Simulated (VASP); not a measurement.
**LiBi3: relaxation of cell and atoms with PBE**

Crystal: LiBi3.

```
Li Bi
1.0
     6.09147    0.00000    0.00000
     0.00000    6.09147    0.00000
     0.00000    0.00000    2.84569
Li Bi
1 3
Direct
  0.50000 0.50000 0.50000
  0.00000 0.00000 0.00000
  0.00000 0.50000 0.00000
  0.50000 0.00000 0.00000
```

The cell was built from a structure type or drawn by symmetry, and may not be a known phase.

| Quantity | Value |
| --- | --- |
| Program | VASP 6.6.1 |
| Task | relaxation of cell and atoms |
| Functional | PBE |
| Potentials or basis | VASP PAW PBE potentials, release 64 (Li_sv, Bi_d) |
| Cutoff | 600 eV |
| k mesh | 4 × 4 × 6 |
| Occupations | gaussian, width 0.1 eV |
| Spin | no spin polarisation |
| Dipole correction | no |
| Further INCAR settings | ALGO = Normal; EDIFF = 1e-06; IBRION = 2; EDIFFG = -0.04; NSW = 90; ISIF = 3 |

The relaxed volume is 32.42 Å³/atom. The relaxed cell is a = 6.407 Å, b = 6.407 Å, c = 3.160 Å, α = 90.00°, β = 90.00°, γ = 90.00°. The space group after relaxing (to 0.1 Å) is P4/mmm (No. 123). The energy gained by relaxing is 275.0 meV/atom. The ionic steps are 6, the pressure after relaxing is -0.1 GPa and the band gap on the k mesh is zero (bands 24 and 25 overlap by 2.18 eV).

Stress tensor (GPa, compression positive):
```
-0.01  0.00  0.00
 0.00 -0.01  0.00
 0.00  0.00 -0.15
```

Step by step:
```
step  energy change (eV)  largest force (eV/Å)  pressure (GPa)  volume (Å³)
   1              0.0000                0.0000           14.30       105.59
   2             -0.5886                0.0000           -3.29       144.69
   3             -1.0484                0.0000            1.28       124.98
   4             -1.0484                0.0000            1.43       124.57
   5             -1.0997                0.0000           -0.16       130.11
   6             -1.1000                0.0000           -0.05       129.69
```

Final structure:
```
Li Bi
1.0
     6.40670    0.00000    0.00000
     0.00000    6.40670    0.00000
     0.00000    0.00000    3.15968
Li Bi
1 3
Direct
  0.50000 0.50000 0.50000
  0.00000 0.00000 0.00000
  0.00000 0.50000 0.00000
  0.50000 0.00000 0.00000
```

Levels at points of the mesh, in eV from the Fermi level:
```tsv
k point	band 20	band 21	band 22	band 23	band 24	band 25	band 26	band 27	band 28
(0.00, 0.00, 0.00)	-4.42	-4.42	-1.52	-1.52	0.65	3.33	4.24	4.24	4.34
(0.50, 0.00, 0.00)	-4.18	-2.61	-2.18	-0.83	-0.52	3.32	3.76	4.37	4.76
(0.50, 0.50, 0.00)	-3.50	-0.86	-0.86	-0.75	-0.74	-0.30	3.02	3.02	4.41
(0.00, 0.00, 0.50)	-4.61	-3.01	-2.29	-2.29	-1.96	0.98	0.98	2.22	2.91
(0.50, 0.00, 0.50)	-4.23	-3.39	-2.30	-2.11	-0.35	0.46	1.47	1.53	3.57
(0.50, 0.50, 0.50)	-3.48	-3.38	-3.38	-1.22	1.35	1.36	1.36	1.64	1.99
```

Run time: 4.6 min on 1 thread of Intel(R) Xeon(R) Platinum 8259CL CPU @ 2.50GHz (Skylake/Cascade Lake) (shared host), peak memory 0.28 GiB.

Caveat: the k points lie up to 0.33 Å⁻¹ apart in the final cell, too coarse for converged energies and pressures of a metal; the cutoff is under 1.25 times the usual one of these potentials, so pressure, stress and relaxed cells hold a basis-set (Pulay) error; the volume moved by over 15 % at a fixed basis, so the end points are rough; spin-orbit coupling is left out, which moves the levels of the heavy elements.
